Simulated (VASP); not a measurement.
Crystal: FeO.

```
Fe O
1.0
     0.00000    2.15540    2.15540
     2.15540    0.00000    2.15540
     2.15540    2.15540    0.00000
Fe O
1 1
Direct
  0.00000 0.00000 0.00000
  0.50000 0.50000 0.50000
```

```yaml
Program: VASP 6.6.1
Task: relaxation of cell and atoms
Functional: RPBE
Dispersion: D3(BJ)
Potentials_or_basis: VASP PAW PBE potentials, release 64 (Fe, O)
Cutoff: 600 eV
k_mesh: 11 × 11 × 11
Occupations: fermi-dirac, width 0.05 eV
Spin: collinear spin, ferromagnetic start
Starting_moments: "[3.0, 0.0] μB"
```

At the start: pressure -10.8 GPa; volume 10.01 Å³/atom.

Task: How do energy, volume and symmetry change on relaxing?

Result: Over 3 steps the energy falls by 19.6 meV/atom and the volume is 9.47 Å³/atom (-5.5 %); space group Fm-3m (No. 225, to 0.1 Å) before and after; moment 4.00 μB per cell.

Step by step:
| step | energy change (eV) | largest force (eV/Å) | pressure (GPa) | volume (Å³) |
| --- | --- | --- | --- | --- |
| 1 | 0.0000 | 0.0000 | -10.85 | 20.03 |
| 2 | -0.0145 | 0.0000 | 10.30 | 18.13 |
| 3 | -0.0392 | 0.0000 | -0.05 | 18.93 |

Final structure:
```
Fe O
1.0
     0.00000    2.11534    2.11534
     2.11534    0.00000    2.11534
     2.11534    2.11534    0.00000
Fe O
1 1
Cartesian
  0.0000 0.0000 0.0000
  2.1153 2.1153 2.1153
```

Caveat: the PAW data sets were made with another functional, which shifts forces and pressure a little; a cell with one magnetic atom can't hold antiferromagnetic order, which such compounds often take.
